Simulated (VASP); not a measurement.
# CuI (F-43m) in VASP: a series of runs

CuI is run at these levels: HSE06, PBE+D3(BJ), r2SCAN; tasks: single point.

Everything below comes from runs of VASP 6.6.1. Logs are shortened: lines on timing, memory, paths and dates and some standing lists are left out, and cuts for length are marked.

### Step 1. The cell of the first run

It takes space group F-43m (No. 216, cubic). The conventional cell has a = 6.106 Å, b = 6.106 Å, c = 6.106 Å, α = 90.00°, β = 90.00°, γ = 90.00°. Within 3.5 Å of I (site symmetry -43m) lie 4 Cu at 2.64 Å. Cu (site symmetry -43m) has 4 I at 2.64 Å within 3.5 Å.

### Step 2. Single point, HSE06

POSCAR

```
CuI
1.0
    0.0000000000      3.0529271840      3.0529271840
    3.0529271840      0.0000000000      3.0529271840
    3.0529271840      3.0529271840      0.0000000000
I Cu
1 1
Direct
    0.0000000000      0.0000000000      0.0000000000
    0.7500000000      0.7500000000      0.7500000000
```

INCAR.step1

```
PREC     = Accurate       # precision mode
ENCUT    = 520            # plane-wave cutoff, eV
EDIFF    = 1E-5           # SCF threshold, eV
ISMEAR   = -1             # smearing method
SIGMA    = 0.05           # smearing width, eV
LREAL    = False          # projectors in reciprocal space
LASPH    = True           # aspherical terms in the spheres
NELM     = 80             # most SCF steps
ALGO     = Normal         # electronic algorithm
ISIF     = 2              # what is computed and relaxed
LWAVE    = True           # write WAVECAR
LCHARG   = False          # write CHGCAR
NBANDS   = 16             # bands
GGA      = PE             # functional
```

INCAR.step2

```
PREC     = Accurate       # precision mode
ENCUT    = 520            # plane-wave cutoff, eV
EDIFF    = 1E-7           # SCF threshold, eV
ISMEAR   = -1             # smearing method
SIGMA    = 0.05           # smearing width, eV
LREAL    = False          # projectors in reciprocal space
LASPH    = True           # aspherical terms in the spheres
NELM     = 80             # most SCF steps
ALGO     = Normal         # electronic algorithm
ISIF     = 2              # what is computed and relaxed
LWAVE    = False          # write WAVECAR
LCHARG   = False          # write CHGCAR
GGA      = PE             # functional
LHFCALC  = True           # exact exchange
HFSCREEN = 0.2079         # screening, 1/A
PRECFOCK = Normal       
NBANDS   = 16             # bands
ISTART   = 1
```

KPOINTS

```
regular mesh
0
Gamma
  4 4 4
```

Potentials or basis: VASP PAW PBE potentials, release 64 (I, Cu).

Run with:

```sh
$ cat potpaw_PBE.64/I/POTCAR potpaw_PBE.64/Cu/POTCAR > POTCAR
$ cp INCAR.step1 INCAR
$ mpirun -np 1 vasp_std > vasp.out
$ cp INCAR.step2 INCAR
$ mpirun -np 1 vasp_std > vasp.out
```

OUTCAR:

```text
PREC = Accurate
   ENCUT = 520
   EDIFF = 1E-7
   ISMEAR = -1
   LREAL = False
   LASPH = True
   NELM = 80
   ISIF = 2
   GGA = PE
   LHFCALC = True
   HFSCREEN = 0.2079
   PRECFOCK = Normal
   ISTART = 1

 ion  position               nearest neighbor table
   1  0.000  0.000  0.000-   2 2.64   2 2.64   2 2.64   2 2.64
   2  0.750  0.750  0.750-   1 2.64   1 2.64   1 2.64   1 2.64

  LATTYP: Found a face centered cubic cell.
 ALAT       =     6.1058543680

  Lattice vectors:

 A1 = (   0.0000000000,   3.0529271840,   3.0529271840)
 A2 = (   3.0529271840,   0.0000000000,   3.0529271840)
 A3 = (   3.0529271840,   3.0529271840,   0.0000000000)

Analysis of symmetry for initial positions (statically):
=====================================================================
 Subroutine PRICEL returns:
 Original cell was already a primitive cell.

 Routine SETGRP: Setting up the symmetry group for a
 face centered cubic supercell.

 Subroutine GETGRP returns: Found 24 space group operations
 (whereof 24 operations were pure point group operations)
 out of a pool of 48 trial point group operations.

The static configuration has the point symmetry T_d .

Analysis of symmetry for dynamics (positions and initial velocities):
=====================================================================
 Subroutine PRICEL returns:
 Original cell was already a primitive cell.

 Routine SETGRP: Setting up the symmetry group for a
 face centered cubic supercell.

 Subroutine GETGRP returns: Found 24 space group operations
 (whereof 24 operations were pure point group operations)
 out of a pool of 48 trial point group operations.

The dynamic configuration has the point symmetry T_d .

 Subroutine INISYM returns: Found 24 space group operations
 (whereof 24 operations are pure point group operations),
 and found     1 'primitive' translations

----------------------------------------------------------------------------------------

                                     Primitive cell

  volume of cell :      56.9088

  direct lattice vectors                    reciprocal lattice vectors
     0.000000000  3.052927184  3.052927184    -0.163777244  0.163777244  0.163777244
     3.052927184  0.000000000  3.052927184     0.163777244 -0.163777244  0.163777244
     3.052927184  3.052927184  0.000000000     0.163777244  0.163777244 -0.163777244

  length of vectors
     4.317491029  4.317491029  4.317491029     0.283670508  0.283670508  0.283670508

  position of ions in fractional coordinates (direct lattice)
     0.000000000  0.000000000  0.000000000
     0.750000000  0.750000000  0.750000000

  ion indices of the primitive-cell ions
   primitive index   ion index
                 1           1
                 2           2

----------------------------------------------------------------------------------------

 KPOINTS: regular mesh

Automatic generation of k-mesh.
 Grid dimensions read from file:
 generate k-points for:    4    4    4

 Generating k-lattice:

  Cartesian coordinates                     Fractional coordinates (reciprocal lattice)
    -0.040944311  0.040944311  0.040944311     0.250000000  0.000000000  0.000000000
     0.040944311 -0.040944311  0.040944311     0.000000000  0.250000000  0.000000000
     0.040944311  0.040944311 -0.040944311     0.000000000  0.000000000  0.250000000

  Length of vectors
     0.070917627  0.070917627  0.070917627

  Shift w.r.t. Gamma in fractional coordinates (k-lattice)
     0.000000000  0.000000000  0.000000000

 Subroutine IBZKPT returns following result:
 ===========================================

 Found      8 irreducible k-points:

 Following reciprocal coordinates:
            Coordinates               Weight
  0.000000  0.000000  0.000000      1.000000
  0.250000  0.000000  0.000000      8.000000
  0.500000  0.000000  0.000000      4.000000
  0.250000  0.250000  0.000000      6.000000
  0.500000  0.250000  0.000000     24.000000
 -0.250000  0.250000  0.000000     12.000000
  0.500000  0.500000  0.000000      3.000000
 -0.250000  0.500000  0.250000      6.000000
   k-points           NKPTS =      8   k-points in BZ     NKDIM =     64   number of bands    NBANDS=     16
   number of dos      NEDOS =    301   number of ions     NIONS =      2
   total plane-waves  NPLWV =  32768
   dimension x,y,z NGX =    32 NGY =   32 NGZ =   32
   dimension x,y,z NGXF=    64 NGYF=   64 NGZF=   64
   ions per type =               1   1
   NGX,Y,Z   is equivalent  to a cutoff of  12.32, 12.32, 12.32 a.u.
   NGXF,Y,Z  is equivalent  to a cutoff of  24.64, 24.64, 24.64 a.u.
 SYSTEM =  unknown system
   PREC   = accura    normal or accurate (medium, high low for compatibility)
   ISTART =      1    job   : 0-new  1-cont  2-samecut
   ICHARG =      0    charge: 1-file 2-atom 10-const
   ISPIN  =      1    spin polarized calculation?
   LNONCOLLINEAR =      F non collinear calculations
   LSORBIT =      F    spin-orbit coupling
   LASPH  =      T    aspherical Exc in radial PAW
   ENCUT  =  520.0 eV  38.22 Ry    6.18 a.u.   8.03  8.03  8.03*2*pi/ulx,y,z
   NELM   =     80;   NELMIN=  2; NELMDL=  0     # of ELM steps
   EDIFF  = 0.1E-06   stopping-criterion for ELM
   LREAL  =      F    real-space projection
   EDIFFG = 0.1E-05   stopping-criterion for IOM
   NSW    =      0    number of steps for IOM
   IBRION =     -1    ionic relax: 0-MD 1-quasi-New 2-CG
   NFREE  =      0    steps in history (QN), initial steepest desc. (CG)
   ISIF   =      2    stress and relaxation
   ISYM   =      3    0-nonsym 1-usesym 2-fastsym
   POTIM  = 0.5000    time-step for ionic-motion
   TEBEG  =    0.0;   TEEND  =   0.0 temperature during run
   PSTRESS=    0.0 pullay stress
   NELECT =      18.0000    total number of electrons
   NUPDOWN=      -1.0000    fix difference up-down
   EMIN   =  10.00;   EMAX   =-10.00  energy-range for DOS
   EFERMI =   0.00;   METHOD = LEGACY
   ISMEAR =    -1;   SIGMA  =   0.05  broadening in eV -4-tet -1-fermi 0-gaus
   EFERMI_NEDOS =   21; number of points for ismear=-14 and -15
   IALGO  =     38    algorithm
   IMIX   =      1    mixing-type and parameters
     AMIX     =   0.40;   BMIX     =  1.00
     AMIX_MAG =   1.60;   BMIX_MAG =  1.00
  volume/ion in A,a.u.               =      28.45       192.02
  Fermi-wavevector in a.u.,A,eV,Ry     =   1.115422  2.107842 16.927911  1.244166
  Thomas-Fermi vector in A             =   2.252027
   LORBIT       =      0    0 simple, 1 ext, 2 COOP (PROOUT), +10 PAW based schemes
   GGA     = PE    functional components
   LHFCALC =     T    Hartree Fock is set to
   PRECFOCK=normal    Normal, Fast or Accurate (Low or Medium for compatibility)
   ENCUT4O =  -1.0   cutoff for four orbital integrals eV
   NKREDX  =     1    reduce k-point grid by
   NKREDY  =     1    reduce k-point grid by
   NKREDZ  =     1    reduce k-point grid by
   AEXX    =    0.2500 exact exchange contribution
   HFSCREEN=    0.2079 screening length (either q_TF or 0.3 A-1)
   HFSCREENC=   0.2079 screening length for correlation (either q_TF or 0.3 A-1)
   ENCUTFOCK=  -1.0 apply spherical cutoff to Coloumb kernel
   IVDW    =     0    specifies the selected vdW correction
   LEPSILON=     F    determine dielectric tensor
   LRPA    =     F    only Hartree local field effects (RPA)
 non-spin polarized calculation
  energy-cutoff  :      520.00
  volume of cell :       56.91
 maximum number of plane-waves:      1540
  NGX = 28; NGY = 28; NGZ = 28

 number of electron      18.0000005 magnetization

 Free energy of the ion-electron system (eV)
  ---------------------------------------------------
  ext. energy  EPLUGINS =         0.00000000
  ---------------------------------------------------
  free energy    TOTEN  =        -6.43825077 eV

  energy without entropy =       -6.43825077  energy(sigma->0) =       -6.43825077

 E-fermi :   4.3198     XC(G=0):  -7.3332

 val. band max:        3.2408790475   @ k =   0.0000   0.0000   0.0000
 cond. band min:       5.7912798300   @ k =   0.0000   0.0000   0.0000
 fundamental gap:      2.5504007825
 Fermi energy:         4.3197706802

 k-point     1 :       0.0000    0.0000    0.0000
  band No.  band energies     occupation
      1     -11.3621      2.00000
      2      -0.6247      2.00000
      3      -0.6247      2.00000
      4      -0.6247      2.00000
      5       0.8591      2.00000
      6       0.8591      2.00000
[... 8 lines left out ...]
     15      14.3096      0.00000
     16      14.3096      0.00000

 k-point     2 :       0.2500    0.0000    0.0000
  band No.  band energies     occupation
      1     -11.0901      2.00000
      2      -1.3119      2.00000
      3      -0.5686      2.00000
      4      -0.5686      2.00000
      5       0.8505      2.00000
      6       0.8505      2.00000
[... 8 lines left out ...]
     15      13.4185      0.00000
     16      13.6832      0.00000

 k-point     3 :       0.5000    0.0000    0.0000
  band No.  band energies     occupation
      1     -10.7814      2.00000
      2      -2.1322      2.00000
      3      -0.5218      2.00000
      4      -0.5218      2.00000
      5       0.8815      2.00000
      6       0.8815      2.00000
[... 8 lines left out ...]
     15      15.7090      0.00000
     16      15.7090      0.00000

 k-point     4 :       0.2500    0.2500    0.0000
  band No.  band energies     occupation
      1     -10.9990      2.00000
      2      -1.3926      2.00000
      3      -0.5579      2.00000
      4      -0.5579      2.00000
      5       0.7777      2.00000
      6       0.8975      2.00000
[... 8 lines left out ...]
     15      14.9443      0.00000
     16      16.6106      0.00000

 k-point     5 :       0.5000    0.2500    0.0000
  band No.  band energies     occupation
      1     -10.6881      2.00000
      2      -1.8471      2.00000
      3      -0.8142      2.00000
      4      -0.4834      2.00000
      5       0.8102      2.00000
      6       0.8941      2.00000
[... 8 lines left out ...]
     15      15.8491      0.00000
     16      16.6891      0.00000

 k-point     6 :      -0.2500    0.2500    0.0000
  band No.  band energies     occupation
      1     -10.7920      2.00000
      2      -1.6164      2.00000
      3      -0.9270      2.00000
      4      -0.4949      2.00000
      5       0.8194      2.00000
      6       0.8620      2.00000
[... 8 lines left out ...]
     15      15.1111      0.00000
     16      16.8934      0.00000

 k-point     7 :       0.5000    0.5000    0.0000
  band No.  band energies     occupation
      1     -10.5854      2.00000
      2      -2.1643      2.00000
      3      -0.4308      2.00000
      4      -0.4308      2.00000
      5       0.8608      2.00000
      6       0.9362      2.00000
[... 8 lines left out ...]
     15      16.0610      0.00000
     16      16.8196      0.00000

 k-point     8 :      -0.2500    0.5000    0.2500
  band No.  band energies     occupation
      1     -10.5819      2.00000
      2      -1.6050      2.00000
      3      -1.2223      2.00000
      4      -0.4559      2.00000
      5       0.7888      2.00000
      6       0.9616      2.00000
[... 8 lines left out ...]
     15      16.4357      0.00000
     16      16.7856      0.00000

------------------------ aborting loop because EDIFF is reached ----------------------------------------

  FORCE on cell =-STRESS in cart. coord.  units (eV):
  Direction    XX          YY          ZZ          XY          YZ          ZX
  --------------------------------------------------------------------------------------
  -------------------------------------------------------------------------------------
  Total       -0.0506468     -0.0506468     -0.0506468     -0.0000000     -0.0000000     -0.0000000
  in kB       -1.4258817     -1.4258817     -1.4258817     -0.0000000     -0.0000000     -0.0000000
  external PRESSURE =      -1.4258817 kB  Pullay stress =       0.0000000 kB

 VOLUME and BASIS-vectors are now :
 -----------------------------------------------------------------------------
  energy-cutoff  :      520.00
  volume of cell :       56.91
      direct lattice vectors                 reciprocal lattice vectors
     0.000000000  3.052927184  3.052927184    -0.163777244  0.163777244  0.163777244
     3.052927184  0.000000000  3.052927184     0.163777244 -0.163777244  0.163777244
     3.052927184  3.052927184  0.000000000     0.163777244  0.163777244 -0.163777244

 POSITION                                       TOTAL-FORCE (eV/Angst)
 -----------------------------------------------------------------------------------
      0.00000      0.00000      0.00000         0.000000     -0.000000      0.000000
      4.57939      4.57939      4.57939        -0.000000      0.000000     -0.000000
 -----------------------------------------------------------------------------------
    total drift:                                0.000168      0.000161      0.000121

  FREE ENERGIE OF THE ION-ELECTRON SYSTEM (eV)
  ---------------------------------------------------
  free  energy   TOTEN  =        -6.4382507684 eV

  energy  without entropy=       -6.4382507683  energy(sigma->0) =       -6.43825077
```

Run time: 10 min. Hardware: 1 thread of AMD EPYC 7R13 (Zen 3), shared host; peak memory 0.26 GiB.

What came out:

| Quantity | Value |
| --- | --- |
| Free energy | -6.4383 eV |
| Pressure | -0.1 GPa |
| Band gap on the k mesh | 2.55 eV |

Caveat: the k points lie up to 0.45 Å⁻¹ apart; the PAW data sets were made with another functional, which shifts forces and pressure a little; spin-orbit coupling is left out, which moves the levels of the heavy elements.

(Continued in part 2 of 2.)
